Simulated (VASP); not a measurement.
# Rh (P6_3/mmc) in VASP: a series of runs

Rh is run at these levels: PBEsol; tasks: single point.

Program: VASP 6.6.1. These are calculated values, not measurements. Logs are shortened: lines on timing, memory, paths and dates and some standing lists are left out, and cuts for length are marked.

### 1 The cell of the first run

It takes space group P6_3/mmc (No. 194, hexagonal). Conventional cell: a = 2.772 Å, b = 2.772 Å, c = 4.561 Å, α = 90.00°, β = 90.00°, γ = 120.00°. Within 3.7 Å of Rh (site symmetry -6m2) lie 12 Rh at 2.77 to 2.79 Å.

This isn't the form of Rh at room conditions, which is fcc.

### 2 Single point, PBEsol (strain +0.015 along x and y, +0.030 along z)

INCAR

```
ALGO     = Fast           # electronic algorithm
EDIFF    = 1E-6           # SCF threshold, eV
ENCUT    = 520            # plane-wave cutoff, eV
GGA      = PS             # functional
ISIF     = 2              # what is computed and relaxed
ISMEAR   = 0              # smearing method
LASPH    = T              # aspherical terms in the spheres
LCHARG   = F              # write CHGCAR
LREAL    = F              # projectors in reciprocal space
LWAVE    = F              # write WAVECAR
NBANDS   = 22             # bands
NELM     = 60             # most SCF steps
PREC     = Accurate       # precision mode
SIGMA    = 0.15           # smearing width, eV
```

KPOINTS

```
k-points
0
Gamma
  18 18 12
```

POSCAR

```
Rh
1.0
    2.7719437279      0.0000000000      0.0000000000
   -1.3859718639      2.4005736862      0.0000000000
    0.0000000000      0.0000000000      4.5613436700
Rh
2
Direct
    0.6666666667      0.3333333333      0.7500000000
    0.3333333333      0.6666666667      0.2500000000
```

Potentials or basis: VASP PAW PBE potentials, release 64 (Rh_pv).

Launch:

```bash
> cat potpaw_PBE.64/Rh_pv/POTCAR > POTCAR
> mpirun -np 1 vasp_std > vasp.out
```

OUTCAR:

```text
EDIFF = 1E-6
   ENCUT = 520
   GGA = PS
   ISIF = 2
   ISMEAR = 0
   LASPH = T
   LREAL = F
   NELM = 60
   PREC = Accurate

 ion  position               nearest neighbor table
   1  0.667  0.333  0.750-   2 2.79   2 2.79   2 2.79   2 2.79   2 2.79   2 2.79
   2  0.333  0.667  0.250-   1 2.79   1 2.79   1 2.79   1 2.79   1 2.79   1 2.79

  LATTYP: Found a hexagonal cell.
 ALAT       =     2.7719437279
 C/A-ratio  =     1.6455397792

  Lattice vectors:

 A1 = (   2.7719437279,   0.0000000000,   0.0000000000)
 A2 = (  -1.3859718639,   2.4005736862,   0.0000000000)
 A3 = (   0.0000000000,   0.0000000000,   4.5613436700)

Analysis of symmetry for initial positions (statically):
=====================================================================
 Subroutine PRICEL returns:
 Original cell was already a primitive cell.

 Routine SETGRP: Setting up the symmetry group for a
 hexagonal supercell.

 Subroutine GETGRP returns: Found 24 space group operations
 (whereof 12 operations were pure point group operations)
 out of a pool of 24 trial point group operations.

The static configuration has the point symmetry D_3d.
 The point group associated with its full space group is D_6h.

Analysis of symmetry for dynamics (positions and initial velocities):
=====================================================================
 Subroutine PRICEL returns:
 Original cell was already a primitive cell.

 Routine SETGRP: Setting up the symmetry group for a
 hexagonal supercell.

 Subroutine GETGRP returns: Found 24 space group operations
 (whereof 12 operations were pure point group operations)
 out of a pool of 24 trial point group operations.

The dynamic configuration has the point symmetry D_3d.
 The point group associated with its full space group is D_6h.

 Subroutine INISYM returns: Found 24 space group operations
 (whereof 12 operations are pure point group operations),
 and found     1 'primitive' translations

----------------------------------------------------------------------------------------

                                     Primitive cell

  volume of cell :      30.3523

  direct lattice vectors                    reciprocal lattice vectors
     2.771943728  0.000000000  0.000000000     0.360757684  0.208283546  0.000000000
    -1.385971864  2.400573686  0.000000000     0.000000000  0.416567092  0.000000000
     0.000000000  0.000000000  4.561343670     0.000000000  0.000000000  0.219233645

  length of vectors
     2.771943728  2.771943728  4.561343670     0.416567092  0.416567092  0.219233645

  position of ions in fractional coordinates (direct lattice)
     0.666666667  0.333333333  0.750000000
     0.333333333  0.666666667  0.250000000

  ion indices of the primitive-cell ions
   primitive index   ion index
                 1           1
                 2           2

----------------------------------------------------------------------------------------

 KPOINTS: k-points

Automatic generation of k-mesh.
 Grid dimensions read from file:
 generate k-points for:   18   18   12

 Generating k-lattice:

  Cartesian coordinates                     Fractional coordinates (reciprocal lattice)
     0.020042094  0.011571308  0.000000000     0.055555556 -0.000000000  0.000000000
     0.000000000  0.023142616  0.000000000     0.000000000  0.055555556  0.000000000
     0.000000000  0.000000000  0.018269470     0.000000000  0.000000000  0.083333333

  Length of vectors
     0.023142616  0.023142616  0.018269470

  Shift w.r.t. Gamma in fractional coordinates (k-lattice)
     0.000000000  0.000000000  0.000000000

 Subroutine IBZKPT returns following result:
 ===========================================

 Found    259 irreducible k-points:

 Following reciprocal coordinates:
            Coordinates               Weight
  0.000000  0.000000  0.000000      1.000000
  0.055556 -0.000000  0.000000      6.000000
  0.111111 -0.000000  0.000000      6.000000
  0.166667 -0.000000  0.000000      6.000000
  0.222222  0.000000  0.000000      6.000000
  0.277778 -0.000000  0.000000      6.000000
[... 16 lines left out ...]
  0.333333  0.111111  0.000000     12.000000
  0.388889  0.111111  0.000000     12.000000
 [... further k-points ...]
   k-points           NKPTS =    259   k-points in BZ     NKDIM =    259   number of bands    NBANDS=     22
   number of dos      NEDOS =    301   number of ions     NIONS =      2
   total plane-waves  NPLWV =  20736
   dimension x,y,z NGX =    24 NGY =   24 NGZ =   36
   dimension x,y,z NGXF=    48 NGYF=   48 NGZF=   72
   ions per type =               2
   NGX,Y,Z   is equivalent  to a cutoff of  14.39, 14.39, 13.12 a.u.
   NGXF,Y,Z  is equivalent  to a cutoff of  28.79, 28.79, 26.24 a.u.
 SYSTEM =  unknown system
   PREC   = accura    normal or accurate (medium, high low for compatibility)
   ISTART =      0    job   : 0-new  1-cont  2-samecut
   ICHARG =      2    charge: 1-file 2-atom 10-const
   ISPIN  =      1    spin polarized calculation?
   LNONCOLLINEAR =      F non collinear calculations
   LSORBIT =      F    spin-orbit coupling
   LASPH  =      T    aspherical Exc in radial PAW
   ENCUT  =  520.0 eV  38.22 Ry    6.18 a.u.   5.15  5.15  8.48*2*pi/ulx,y,z
   NELM   =     60;   NELMIN=  2; NELMDL= -5     # of ELM steps
   EDIFF  = 0.1E-05   stopping-criterion for ELM
   LREAL  =      F    real-space projection
   EDIFFG = 0.1E-04   stopping-criterion for IOM
   NSW    =      0    number of steps for IOM
   IBRION =     -1    ionic relax: 0-MD 1-quasi-New 2-CG
   NFREE  =      0    steps in history (QN), initial steepest desc. (CG)
   ISIF   =      2    stress and relaxation
   ISYM   =      2    0-nonsym 1-usesym 2-fastsym
   POTIM  = 0.5000    time-step for ionic-motion
   TEBEG  =    0.0;   TEEND  =   0.0 temperature during run
   PSTRESS=    0.0 pullay stress
   NELECT =      30.0000    total number of electrons
   NUPDOWN=      -1.0000    fix difference up-down
   EMIN   =  10.00;   EMAX   =-10.00  energy-range for DOS
   EFERMI =   0.00;   METHOD = LEGACY
   ISMEAR =     0;   SIGMA  =   0.15  broadening in eV -4-tet -1-fermi 0-gaus
   EFERMI_NEDOS =   21; number of points for ismear=-14 and -15
   IALGO  =     68    algorithm
   IMIX   =      4    mixing-type and parameters
     AMIX     =   0.40;   BMIX     =  1.00
     AMIX_MAG =   1.60;   BMIX_MAG =  1.00
  volume/ion in A,a.u.               =      15.18       102.41
  Fermi-wavevector in a.u.,A,eV,Ry     =   1.630739  3.081650 36.182112  2.659310
  Thomas-Fermi vector in A             =   2.722991
   LORBIT       =      0    0 simple, 1 ext, 2 COOP (PROOUT), +10 PAW based schemes
   GGA     = PS    functional components
   LHFCALC =     F    Hartree Fock is set to
   AEXX    =    0.0000 exact exchange contribution
   IVDW    =     0    specifies the selected vdW correction
   LEPSILON=     F    determine dielectric tensor
   LRPA    =     F    only Hartree local field effects (RPA)
 non-spin polarized calculation
 RMM-DIIS sequential band-by-band and
 Gauss-broadening in eV      SIGMA  =   0.15
  energy-cutoff  :      520.00
  volume of cell :       30.35
 maximum number of plane-waves:       833
 NGX is ok and might be reduce to    24
   NGX = 11   NGY = 11   NGZ = 17

 number of electron      30.0000010 magnetization

 Free energy of the ion-electron system (eV)
  ---------------------------------------------------
  ext. energy  EPLUGINS =         0.00000000
  ---------------------------------------------------
  free energy    TOTEN  =       -15.92852927 eV

  energy without entropy =      -15.88540741  energy(sigma->0) =      -15.90696834

 E-fermi :  10.0976     XC(G=0): -13.5894

 val. band max:       10.0966304678   @ k =   0.2222   0.1667   0.1667
 cond. band min:      10.0978364389   @ k =   0.1667   0.0556   0.3333
 fundamental gap:      0.0012059710
 Fermi energy:        10.0976355244

 k-point     1 :       0.0000    0.0000    0.0000
  band No.  band energies     occupation
      1     -36.6383      2.00000
      2     -36.1874      2.00000
      3     -36.1874      2.00000
      4     -36.1286      2.00000
      5     -36.1171      2.00000
      6     -36.1171      2.00000
[... 14 lines left out ...]
     21      27.7875      0.00000
     22      28.5193      0.00000

 k-point     2 :       0.0556   -0.0000    0.0000
  band No.  band energies     occupation
      1     -36.6332      2.00000
      2     -36.1997      2.00000
      3     -36.1913      2.00000
      4     -36.1305      2.00000
      5     -36.1298      2.00000
      6     -36.1192      2.00000
[... 14 lines left out ...]
     21      27.9088      0.00000
     22      28.5597      0.00000

 k-point     3 :       0.1111   -0.0000    0.0000
  band No.  band energies     occupation
      1     -36.6184      2.00000
      2     -36.2352      2.00000
      3     -36.2024      2.00000
      4     -36.1663      2.00000
      5     -36.1362      2.00000
      6     -36.1254      2.00000
[... 14 lines left out ...]
     21      28.2328      0.00000
     22      28.3476      0.00000

 k-point     4 :       0.1667   -0.0000    0.0000
  band No.  band energies     occupation
      1     -36.5948      2.00000
      2     -36.2895      2.00000
      3     -36.2215      2.00000
      4     -36.2191      2.00000
      5     -36.1458      2.00000
      6     -36.1352      2.00000
[... 14 lines left out ...]
     21      28.1942      0.00000
     22      28.4764      0.00000

 k-point     5 :       0.2222    0.0000    0.0000
  band No.  band energies     occupation
      1     -36.5640      2.00000
      2     -36.3562      2.00000
      3     -36.2883      2.00000
      4     -36.2392      2.00000
      5     -36.1594      2.00000
      6     -36.1476      2.00000
[... 417 lines left out ...]
 k-point    22 :       0.2778    0.1111    0.0000
  band No.  band energies     occupation
      1     -36.4877      2.00000
      2     -36.4790      2.00000
      3     -36.4325      2.00000
      4     -36.2935      2.00000
      5     -36.2041      2.00000
      6     -36.2011      2.00000
[... 14 lines left out ...]
     21      22.9092      0.00000
     22      25.6809      0.00000

 k-point    23 :       0.3333    0.1111    0.0000
  band No.  band energies     occupation
      1     -36.5379      2.00000
      2     -36.4716      2.00000
      3     -36.4430      2.00000
      4     -36.3160      2.00000
      5     -36.2270      2.00000
      6     -36.2142      2.00000
[... 14 lines left out ...]
     21      22.0933      0.00000
     22      24.8865      0.00000

 k-point    24 :       0.3889    0.1111    0.0000
  band No.  band energies     occupation
      1     -36.5706      2.00000
      2     -36.4971      2.00000
      3     -36.4140      2.00000
      4     -36.3306      2.00000
      5     -36.2473      2.00000
      6     -36.2227      2.00000
[... 14 lines left out ...]
     21      21.5186      0.00000
     22      24.1466      0.00000

 [... further k-points ...]

------------------------ aborting loop because EDIFF is reached ----------------------------------------

  FORCE on cell =-STRESS in cart. coord.  units (eV):
  Direction    XX          YY          ZZ          XY          YZ          ZX
  --------------------------------------------------------------------------------------
  -------------------------------------------------------------------------------------
  Total       -4.3921329     -4.3921329     -5.1773257     -0.0000000     -0.0000000     -0.0000000
  in kB     -231.8429041   -231.8429041   -273.2900508     -0.0000000     -0.0000000     -0.0000000
  external PRESSURE =    -245.6586196 kB  Pullay stress =       0.0000000 kB

 VOLUME and BASIS-vectors are now :
 -----------------------------------------------------------------------------
  energy-cutoff  :      520.00
  volume of cell :       30.35
      direct lattice vectors                 reciprocal lattice vectors
     2.771943728  0.000000000  0.000000000     0.360757684  0.208283546  0.000000000
    -1.385971864  2.400573686  0.000000000     0.000000000  0.416567092  0.000000000
     0.000000000  0.000000000  4.561343670     0.000000000  0.000000000  0.219233645

 POSITION                                       TOTAL-FORCE (eV/Angst)
 -----------------------------------------------------------------------------------
      1.38597      0.80019      3.42101         0.000000     -0.000000      0.000000
     -0.00000      1.60038      1.14034        -0.000000      0.000000      0.000000
 -----------------------------------------------------------------------------------
    total drift:                                0.000000     -0.000000      0.000000

  FREE ENERGIE OF THE ION-ELECTRON SYSTEM (eV)
  ---------------------------------------------------
  free  energy   TOTEN  =       -15.9285292654 eV

  energy  without entropy=      -15.8854074129  energy(sigma->0) =      -15.90696834
```

Wall time 1.9 min (1 thread of Intel Xeon Platinum 8259CL at 2.50GHz (Skylake/Cascade Lake), shared host); peak memory 0.25 GiB.

Results:

* Free energy: -15.9285 eV
* Pressure: -24.6 GPa
* Band gap on the k mesh: zero (bands 15 and 16 overlap by 2.11 eV)

Caveat: the cell differs from its parent crystal (strain +0.015 along x and y, +0.030 along z); the cell stands under tension; the PAW data sets were made with another functional, which shifts forces and pressure a little.

(Continued in part 2 of 2.)
